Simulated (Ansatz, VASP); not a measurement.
Two plane-wave programs on RbNa3Te2

Contents of INCAR:

```
SYSTEM = RbNa3Te2
PREC = Accurate
ENCUT = 520
EDIFF = 1E-6
ISMEAR = 0
SIGMA = 0.1
LREAL = .FALSE.
LASPH = .TRUE.
NELM = 60
ALGO = Normal
ISIF = 2
LWAVE = .FALSE.
LCHARG = .TRUE.
GGA = PE
LELF = .TRUE.
LVHAR = .TRUE.
NBANDS = 30
```

File KPOINTS:

```
Automatic mesh
0
G
  4 4 4
  0 0 0
```

File POSCAR:

```
RbNa3Te2
1.0
   -3.1876798600      3.1876798600      4.3172508500
    3.1876798600     -3.1876798600      4.3172508500
    3.1876798600      3.1876798600     -4.3172508500
Rb Na Te
1 3 2
Direct
    0.5000000000      0.5000000000      0.0000000000
    0.5000000000      0.0000000000      0.5000000000
    0.0000000000      0.5000000000      0.5000000000
    0.0000000000      0.0000000000      0.0000000000
    0.2284971800      0.2284971800      0.0000000000
    0.7715028200      0.7715028200      0.0000000000
```

Input for Ansatz:

```yaml
crystal:
  lattice:
    - [-3.18767986, 3.18767986, 4.31725085]
    - [3.18767986, -3.18767986, 4.31725085]
    - [3.18767986, 3.18767986, -4.31725085]
  atoms:
    - { symbol: Rb, position: [0.5, 0.5, 0.0] }
    - { symbol: Na, position: [0.5, 0.0, 0.5] }
    - { symbol: Na, position: [0.0, 0.5, 0.5] }
    - { symbol: Na, position: [0.0, 0.0, 0.0] }
    - { symbol: Te, position: [0.22849718, 0.22849718, 0.0] }
    - { symbol: Te, position: [0.77150282, 0.77150282, 0.0] }
basis:
  ecutwfc: 420
kpoints:
  mp_grid: { grid: [4, 4, 4] }
hamiltonian:
  xc: pbe
scf:
  occupations: { method: gaussian, width: 0.1 }
  lower_state_search: "off"
output:
  forces: true
  stress: true
  eigenvalues: true
```

Alike in both runs: task single point; functional PBE; k mesh 4 × 4 × 4; occupations gaussian, width 0.1 eV; no spin polarisation.

```csv
,VASP,Ansatz
version,VASP 6.6.1,Ansatz 0.2.0
potentials or method,"VASP PAW PBE potentials, release 64 (Rb_sv, Na_pv, Te), cutoff 520 eV","scalar-relativistic, plane waves, PAW"
valence electrons in the cell,42,68
```

Ansatz gave:

* gap on the k mesh at the Fermi level (eV): none
* rms of the force components (eV/Å): 1.002

Estimate VASP's values.

gap on the k mesh at the Fermi level (eV): none; rms of the force components (eV/Å): 0.933.

Atom by atom the forces differ by 0.068 eV/Å (rms over components). A gap of «none» marks a metal or a gap that the smearing closes. With one functional, cell and mesh, what is left measures potentials, basis and numerics. VASP's potentials hold 42 valence electrons a cell and Ansatz's 68, so a difference there can come from the potentials and not from the codes.

Neither program's run includes spin-orbit coupling.
